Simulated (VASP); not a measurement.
# Be (Pm-3m) in VASP: notebook

The runs below take Be through relaxation of cell and atoms, single point, with r2SCAN.

Program: VASP 6.6.1. These are calculated values, not measurements. Logs are shortened: lines on timing, memory, paths and dates and some standing lists are left out, and cuts for length are marked.

## Step 1: The cell of the first run

The structure is cubic, space group Pm-3m (No. 221). Conventional cell: a = 2.026 Å, b = 2.026 Å, c = 2.026 Å, α = 90.00°, β = 90.00°, γ = 90.00°. Within 2.7 Å of Be (site symmetry m-3m) lie 6 Be at 2.03 Å.

## Step 2: Relaxation of cell and atoms, r2SCAN

POSCAR reads:

```
Be
1.0
    2.0256478605      0.0000000000      0.0000000000
    0.0000000000      2.0256478605      0.0000000000
    0.0000000000      0.0000000000      2.0256478605
Be
1
Direct
    0.0000000000      0.0000000000      0.0000000000
```

INCAR.step1 reads:

```
SYSTEM = Be
ALGO     = Normal         ! electronic algorithm
EDIFF    = 1E-4           ! SCF threshold, eV
ENCUT    = 600            ! plane-wave cutoff, eV
GGA      = PE             ! functional
ISMEAR   = 0              ! smearing method
LASPH    = .True.         ! aspherical terms in the spheres
LCHARG   = .False.        ! write CHGCAR
LREAL    = .False.        ! projectors in reciprocal space
LWAVE    = .True.         ! write WAVECAR
NELM     = 100            ! most SCF steps
PREC     = Accurate       ! precision mode
SIGMA    = 0.1            ! smearing width, eV
```

INCAR.step2 reads:

```
SYSTEM = Be
ALGO     = Normal         ! electronic algorithm
EDIFF    = 1E-6           ! SCF threshold, eV
EDIFFG   = -0.04          ! ionic threshold
ENCUT    = 600            ! plane-wave cutoff, eV
IBRION   = 2              ! ionic algorithm
ISIF     = 3              ! what is computed and relaxed
ISMEAR   = 0              ! smearing method
ISTART   = 1            
LASPH    = .True.         ! aspherical terms in the spheres
LCHARG   = .False.        ! write CHGCAR
LMIXTAU  = .True.       
LREAL    = .False.        ! projectors in reciprocal space
LWAVE    = .False.        ! write WAVECAR
METAGGA  = R2SCAN         ! meta-GGA
NELM     = 100            ! most SCF steps
NSW      = 90             ! ionic steps
PREC     = Accurate       ! precision mode
SIGMA    = 0.1            ! smearing width, eV
```

KPOINTS reads:

```
k-points
0
Gamma
  8 8 8
  0 0 0
```

Potentials or basis: VASP PAW PBE potentials, release 64 (Be).

Started as:

```sh
$ cat potpaw_PBE.64/Be/POTCAR > POTCAR
$ cp INCAR.step1 INCAR
$ mpirun -np 1 vasp_std > vasp.out
$ cp INCAR.step2 INCAR
$ mpirun -np 1 vasp_std > vasp.out
```

OUTCAR:

```text
SYSTEM = Be
   EDIFF = 1E-6
   EDIFFG = -0.04
   ENCUT = 600
   IBRION = 2
   ISIF = 3
   ISMEAR = 0
   ISTART = 1
   LASPH = .True.
   LREAL = .False.
   METAGGA = R2SCAN
   NELM = 100
   NSW = 90
   PREC = Accurate

 ion  position               nearest neighbor table
   1  0.000  0.000  0.000-

  LATTYP: Found a simple cubic cell.
 ALAT       =     2.0256478605

  Lattice vectors:

 A1 = (   2.0256478605,   0.0000000000,   0.0000000000)
 A2 = (   0.0000000000,   2.0256478605,   0.0000000000)
 A3 = (   0.0000000000,   0.0000000000,   2.0256478605)

Analysis of symmetry for initial positions (statically):
=====================================================================
 Subroutine PRICEL returns:
 Original cell was already a primitive cell.

 Routine SETGRP: Setting up the symmetry group for a
 simple cubic supercell.

 Subroutine GETGRP returns: Found 48 space group operations
 (whereof 48 operations were pure point group operations)
 out of a pool of 48 trial point group operations.

The static configuration has the point symmetry O_h .

Analysis of symmetry for dynamics (positions and initial velocities):
=====================================================================
 Subroutine PRICEL returns:
 Original cell was already a primitive cell.

 Routine SETGRP: Setting up the symmetry group for a
 simple cubic supercell.

 Subroutine GETGRP returns: Found 48 space group operations
 (whereof 48 operations were pure point group operations)
 out of a pool of 48 trial point group operations.

The dynamic configuration has the point symmetry O_h .

 Subroutine INISYM returns: Found 48 space group operations
 (whereof 48 operations are pure point group operations),
 and found     1 'primitive' translations

----------------------------------------------------------------------------------------

                                     Primitive cell

  volume of cell :       8.3117

  direct lattice vectors                    reciprocal lattice vectors
     2.025647860  0.000000000  0.000000000     0.493669220  0.000000000  0.000000000
     0.000000000  2.025647860  0.000000000     0.000000000  0.493669220  0.000000000
     0.000000000  0.000000000  2.025647860     0.000000000  0.000000000  0.493669220

  length of vectors
     2.025647860  2.025647860  2.025647860     0.493669220  0.493669220  0.493669220

  position of ions in fractional coordinates (direct lattice)
     0.000000000  0.000000000  0.000000000

  ion indices of the primitive-cell ions
   primitive index   ion index
                 1           1

----------------------------------------------------------------------------------------

 KPOINTS: k-points

Automatic generation of k-mesh.
 Grid dimensions read from file:
 generate k-points for:    8    8    8

 Generating k-lattice:

  Cartesian coordinates                     Fractional coordinates (reciprocal lattice)
     0.061708653  0.000000000  0.000000000     0.125000000  0.000000000  0.000000000
     0.000000000  0.061708653  0.000000000     0.000000000  0.125000000  0.000000000
     0.000000000  0.000000000  0.061708653     0.000000000  0.000000000  0.125000000

  Length of vectors
     0.061708653  0.061708653  0.061708653

  Shift w.r.t. Gamma in fractional coordinates (k-lattice)
     0.000000000  0.000000000  0.000000000

 Subroutine IBZKPT returns following result:
 ===========================================

 Found     35 irreducible k-points:

 Following reciprocal coordinates:
            Coordinates               Weight
  0.000000  0.000000  0.000000      1.000000
  0.125000  0.000000  0.000000      6.000000
  0.250000  0.000000  0.000000      6.000000
  0.375000  0.000000  0.000000      6.000000
  0.500000  0.000000  0.000000      3.000000
  0.125000  0.125000  0.000000     12.000000
[... 16 lines left out ...]
  0.375000  0.375000  0.125000     24.000000
  0.500000  0.375000  0.125000     24.000000
 [... further k-points ...]
   k-points           NKPTS =     35   k-points in BZ     NKDIM =     35   number of bands    NBANDS=      5
   number of dos      NEDOS =    301   number of ions     NIONS =      1
   total plane-waves  NPLWV =   4096
   dimension x,y,z NGX =    16 NGY =   16 NGZ =   16
   dimension x,y,z NGXF=    32 NGYF=   32 NGZF=   32
   ions per type =               1
   NGX,Y,Z   is equivalent  to a cutoff of  13.13, 13.13, 13.13 a.u.
   NGXF,Y,Z  is equivalent  to a cutoff of  26.26, 26.26, 26.26 a.u.
 SYSTEM =  Be
   PREC   = accura    normal or accurate (medium, high low for compatibility)
   ISTART =      1    job   : 0-new  1-cont  2-samecut
   ICHARG =      0    charge: 1-file 2-atom 10-const
   ISPIN  =      1    spin polarized calculation?
   LNONCOLLINEAR =      F non collinear calculations
   LSORBIT =      F    spin-orbit coupling
   LASPH  =      T    aspherical Exc in radial PAW
   ENCUT  =  600.0 eV  44.10 Ry    6.64 a.u.   4.05  4.05  4.05*2*pi/ulx,y,z
   NELM   =    100;   NELMIN=  2; NELMDL=  0     # of ELM steps
   EDIFF  = 0.1E-05   stopping-criterion for ELM
   LREAL  =      F    real-space projection
   EDIFFG = -.4E-01   stopping-criterion for IOM
   NSW    =     90    number of steps for IOM
   IBRION =      2    ionic relax: 0-MD 1-quasi-New 2-CG
   NFREE  =      1    steps in history (QN), initial steepest desc. (CG)
   ISIF   =      3    stress and relaxation
   ISYM   =      2    0-nonsym 1-usesym 2-fastsym
   POTIM  = 0.5000    time-step for ionic-motion
   TEBEG  =    0.0;   TEEND  =   0.0 temperature during run
   PSTRESS=    0.0 pullay stress
   NELECT =       2.0000    total number of electrons
   NUPDOWN=      -1.0000    fix difference up-down
   EMIN   =  10.00;   EMAX   =-10.00  energy-range for DOS
   EFERMI =   0.00;   METHOD = LEGACY
   ISMEAR =     0;   SIGMA  =   0.10  broadening in eV -4-tet -1-fermi 0-gaus
   EFERMI_NEDOS =   21; number of points for ismear=-14 and -15
   IALGO  =     38    algorithm
   IMIX   =      4    mixing-type and parameters
     AMIX     =   0.40;   BMIX     =  1.00
     AMIX_MAG =   1.60;   BMIX_MAG =  1.00
  volume/ion in A,a.u.               =       8.31        56.09
  Fermi-wavevector in a.u.,A,eV,Ry     =   1.018250  1.924213 14.106957  1.036832
  Thomas-Fermi vector in A             =   2.151696
   LORBIT       =      0    0 simple, 1 ext, 2 COOP (PROOUT), +10 PAW based schemes
   METAGGA = R2SCAN    functional components
   LHFCALC =     F    Hartree Fock is set to
   AEXX    =    0.0000 exact exchange contribution
   IVDW    =     0    specifies the selected vdW correction
   LEPSILON=     F    determine dielectric tensor
   LRPA    =     F    only Hartree local field effects (RPA)
 conjugate gradient relaxation of ions
 non-spin polarized calculation
 Gauss-broadening in eV      SIGMA  =   0.10
  energy-cutoff  :      600.00
  volume of cell :        8.31
 maximum number of plane-waves:       290
   NGX =  9   NGY =  9   NGZ =  9

--------------------------------------- Ionic step        1  -------------------------------------------

 number of electron       2.0000000 magnetization

 Free energy of the ion-electron system (eV)
  ---------------------------------------------------
  ext. energy  EPLUGINS =         0.00000000
  ---------------------------------------------------
  free energy    TOTEN  =        -3.20833342 eV

  energy without entropy =       -3.20728013  energy(sigma->0) =       -3.20780678

------------------------ aborting loop because EDIFF is reached ----------------------------------------

  FORCE on cell =-STRESS in cart. coord.  units (eV):
  Direction    XX          YY          ZZ          XY          YZ          ZX
  --------------------------------------------------------------------------------------
  -------------------------------------------------------------------------------------
  Total        1.1719575      1.1719575      1.1719575     -0.0000000     -0.0000000      0.0000000
  in kB      225.9074703    225.9074703    225.9074703     -0.0000000     -0.0000000      0.0000000
  external PRESSURE =     225.9074703 kB  Pullay stress =       0.0000000 kB
[... 55 lines left out ...]
  energy  without entropy=       -3.3144112395  energy(sigma->0) =       -3.31493791

--------------------------------------- Ionic step        3  -------------------------------------------

 number of electron       2.0000000 magnetization

 Free energy of the ion-electron system (eV)
  ---------------------------------------------------
  ext. energy  EPLUGINS =         0.00000000
  ---------------------------------------------------
  free energy    TOTEN  =        -3.31776498 eV

  energy without entropy =       -3.31671117  energy(sigma->0) =       -3.31723807

 E-fermi :   5.0948     XC(G=0): -10.4512

 val. band max:        4.5551195943   @ k =   0.5000   0.3750   0.1250
 cond. band min:       5.1425208920   @ k =   0.5000   0.3750   0.0000
 fundamental gap:      0.5874012976
 Fermi energy:         5.0948173835

 k-point     1 :       0.0000    0.0000    0.0000
  band No.  band energies     occupation
      1      -5.6361      2.00000
      2      19.7657      0.00000
      3      19.7657      0.00000
      4      19.7657      0.00000
      5      25.2529      0.00000

 k-point     2 :       0.1250    0.0000    0.0000
  band No.  band energies     occupation
      1      -5.2138      2.00000
      2      15.5480      0.00000
      3      20.1827      0.00000
      4      20.1827      0.00000
      5      25.7610      0.00000
[... 169 lines left out ...]
 k-point    24 :       0.5000    0.3750    0.1250
  band No.  band energies     occupation
      1       4.5551      2.00000
      2       5.5561      0.00000
      3      13.7162      0.00000
      4      14.9444      0.00000
      5      26.1240      0.00000

 [... further k-points ...]
[... 5 lines left out ...]
  --------------------------------------------------------------------------------------
  -------------------------------------------------------------------------------------
  Total       -0.0346007     -0.0346007     -0.0346007      0.0000000     -0.0000000      0.0000000
  in kB       -5.4494521     -5.4494521     -5.4494521      0.0000000     -0.0000000      0.0000000
  external PRESSURE =      -5.4494521 kB  Pullay stress =       0.0000000 kB
[... 16 lines left out ...]
  FREE ENERGIE OF THE ION-ELECTRON SYSTEM (eV)
  ---------------------------------------------------
  free  energy   TOTEN  =        -3.3177649752 eV

  energy  without entropy=       -3.3167111734  energy(sigma->0) =       -3.31723807

 reached required accuracy - stopping structural energy minimisation
```

Wall time 8 s (1 thread of AMD EPYC 9R45 (Zen 5), shared host); peak memory 0.08 GiB.

What came out:

```yaml
Free_energy: -3.3178 eV
Relaxed_volume: 10.17 Å³/atom
Relaxed_cell: a = 2.167 Å, b = 2.167 Å, c = 2.167 Å, α = 90.00°, β = 90.00°, γ = 90.00°
Space_group_after_relaxing_to_0.05_Å: Pm-3m (No. 221)
Energy_gained_by_relaxing: 109.4 meV/atom
Ionic_steps: 3
Pressure_after_relaxing: -0.5 GPa
Band_gap_on_the_k_mesh: zero (band 1 reaches 10.97 eV, above the bottom of band 2 at 3.00 eV)
```

The path:
```csv
step,energy change (eV),largest force (eV/Å),pressure (GPa),volume (Å³)
1,0.0000,0.0000,22.59,8.31
2,-0.1071,0.0000,2.74,9.80
3,-0.1094,0.0000,-0.54,10.17
```

Final structure:
```cif
data_structure
_symmetry_space_group_name_H-M 'P 1'
_symmetry_Int_Tables_number 1
_cell_length_a 2.1668
_cell_length_b 2.1668
_cell_length_c 2.1668
_cell_angle_alpha 90.000
_cell_angle_beta 90.000
_cell_angle_gamma 90.000
_cell_volume 10.17
loop_
_atom_site_label
_atom_site_type_symbol
_atom_site_fract_x
_atom_site_fract_y
_atom_site_fract_z
_atom_site_occupancy
Be1 Be 0.00000 0.00000 0.00000 1
```

Levels at points of the mesh, in eV from the Fermi level:
```csv
k point,band 1,band 2,band 3,band 4,band 5
"(0.00, 0.00, 0.00)",-10.73,14.67,14.67,14.67,20.16
"(0.50, 0.00, 0.00)",-5.24,-2.10,18.74,18.74,26.43
"(0.50, 0.50, 0.00)",0.67,0.67,6.60,7.62,22.07
"(0.50, 0.50, 0.50)",5.88,5.88,5.88,13.71,13.71
```

Caveat: the k points lie up to 0.36 Å⁻¹ apart in the final cell; the volume moved by over 15 % at a fixed basis, so the end points are rough; the PAW data sets were made with another functional, which shifts forces and pressure a little.

## Step 3: Single point, r2SCAN

This run uses another cell than the first one, of 10.22 Å³/atom, 1.230 times its volume.

POSCAR reads:

```
Be
1.0
    2.1702009891      0.0000000000      0.0000000000
    0.0000000000      2.1702009891      0.0000000000
    0.0000000000      0.0000000000      2.1702009891
Be
1
Direct
    0.0000000000      0.0000000000      0.0000000000
```

INCAR.step1 reads:

```
PREC = Accurate
ENCUT = 520
ISMEAR = 0
SIGMA = 0.1
LREAL = False
LASPH = True
NELM = 100
NBANDS = 7
GGA = PE
ALGO = Normal
EDIFF = 1E-4
LWAVE = True
LCHARG = False
```

INCAR.step2 reads:

```
PREC = Accurate
ENCUT = 520
EDIFF = 1E-6
ISMEAR = 0
SIGMA = 0.1
LREAL = False
LASPH = True
NELM = 100
ALGO = Normal
ISIF = 2
LWAVE = False
LCHARG = False
METAGGA = R2SCAN
LMIXTAU = True
NBANDS = 7
ISTART = 1
```

KPOINTS reads:

```
regular mesh
0
Gamma
  20 20 20
```

Potentials or basis: VASP PAW PBE potentials, release 64 (Be).

Started as:

```sh
$ cat potpaw_PBE.64/Be/POTCAR > POTCAR
$ cp INCAR.step1 INCAR
$ mpirun -np 1 vasp_std > vasp.out
$ cp INCAR.step2 INCAR
$ mpirun -np 1 vasp_std > vasp.out
```

OUTCAR:

```text
PREC = Accurate
   ENCUT = 520
   EDIFF = 1E-6
   ISMEAR = 0
   LREAL = False
   LASPH = True
   NELM = 100
   ISIF = 2
   METAGGA = R2SCAN
   ISTART = 1

 ion  position               nearest neighbor table
   1  0.000  0.000  0.000-

  LATTYP: Found a simple cubic cell.
 ALAT       =     2.1702009891

  Lattice vectors:

 A1 = (   2.1702009891,   0.0000000000,   0.0000000000)
 A2 = (   0.0000000000,   2.1702009891,   0.0000000000)
 A3 = (   0.0000000000,   0.0000000000,   2.1702009891)

Analysis of symmetry for initial positions (statically):
=====================================================================
 Subroutine PRICEL returns:
 Original cell was already a primitive cell.

 Routine SETGRP: Setting up the symmetry group for a
 simple cubic supercell.

 Subroutine GETGRP returns: Found 48 space group operations
 (whereof 48 operations were pure point group operations)
 out of a pool of 48 trial point group operations.

The static configuration has the point symmetry O_h .

Analysis of symmetry for dynamics (positions and initial velocities):
[... 152 lines left out ...]
  ---------------------------------------------------
  free energy    TOTEN  =        -3.28147084 eV

  energy without entropy =       -3.27973323  energy(sigma->0) =       -3.28060203

 E-fermi :   4.9228     XC(G=0): -10.4367

 val. band max:        4.9217247462   @ k =   0.4500   0.2500   0.1000
 cond. band min:       4.9395767052   @ k =   0.4000   0.0500   0.0500
 fundamental gap:      0.0178519590
 Fermi energy:         4.9228486221

 k-point     1 :       0.0000    0.0000    0.0000
  band No.  band energies     occupation
      1      -5.6449      2.00000
      2      19.6840      0.00000
      3      19.6840      0.00000
      4      19.6840      0.00000
      5      25.1657      0.00000
      6      25.1657      0.00000
      7      34.8678      0.00000
[... 221 lines left out ...]
 k-point    24 :       0.2000    0.1000    0.0000
  band No.  band energies     occupation
      1      -4.2963      2.00000
      2      12.2755      0.00000
      3      18.2117      0.00000
      4      20.9867      0.00000
      5      28.8599      0.00000
      6      32.5597      0.00000
      7      35.4074      0.00000

 [... further k-points ...]
[... 5 lines left out ...]
  --------------------------------------------------------------------------------------
  -------------------------------------------------------------------------------------
  Total        0.0019391      0.0019391      0.0019391      0.0000000      0.0000000     -0.0000000
  in kB        0.3039553      0.3039553      0.3039553      0.0000000      0.0000000     -0.0000000
  external PRESSURE =       0.3039553 kB  Pullay stress =       0.0000000 kB

 VOLUME and BASIS-vectors are now :
 -----------------------------------------------------------------------------
  energy-cutoff  :      520.00
  volume of cell :       10.22
      direct lattice vectors                 reciprocal lattice vectors
     2.170200989  0.000000000  0.000000000     0.460786814  0.000000000  0.000000000
     0.000000000  2.170200989  0.000000000     0.000000000  0.460786814  0.000000000
     0.000000000  0.000000000  2.170200989     0.000000000  0.000000000  0.460786814

 POSITION                                       TOTAL-FORCE (eV/Angst)
 -----------------------------------------------------------------------------------
      0.00000      0.00000      0.00000         0.000000      0.000000      0.000000
 -----------------------------------------------------------------------------------
    total drift:                                0.000000      0.000000     -0.000000

  FREE ENERGIE OF THE ION-ELECTRON SYSTEM (eV)
  ---------------------------------------------------
  free  energy   TOTEN  =        -3.2814708431 eV

  energy  without entropy=       -3.2797332251  energy(sigma->0) =       -3.28060203
```

It took 18 s on 1 thread of AMD EPYC 9R45 (Zen 5), shared host; peak memory 0.09 GiB.

Results:

- Free energy: -3.2815 eV
- Pressure: 0.0 GPa
- Band gap on the k mesh: zero (band 1 reaches 10.92 eV, above the bottom of band 2 at 2.95 eV)

Levels at points of the mesh, in eV from the Fermi level:
```tsv
k point	band 1	band 2	band 3	band 4	band 5	band 6
(0.00, 0.00, 0.00)	-10.57	14.76	14.76	14.76	20.24	20.24
(0.50, 0.00, 0.00)	-5.08	-1.97	18.81	18.81	26.43	26.49
(0.50, 0.50, 0.00)	0.81	0.81	6.73	7.72	22.13	34.61
(0.50, 0.50, 0.50)	5.99	5.99	5.99	13.82	13.82	13.82
```

Caveat: the PAW data sets were made with another functional, which shifts forces and pressure a little.
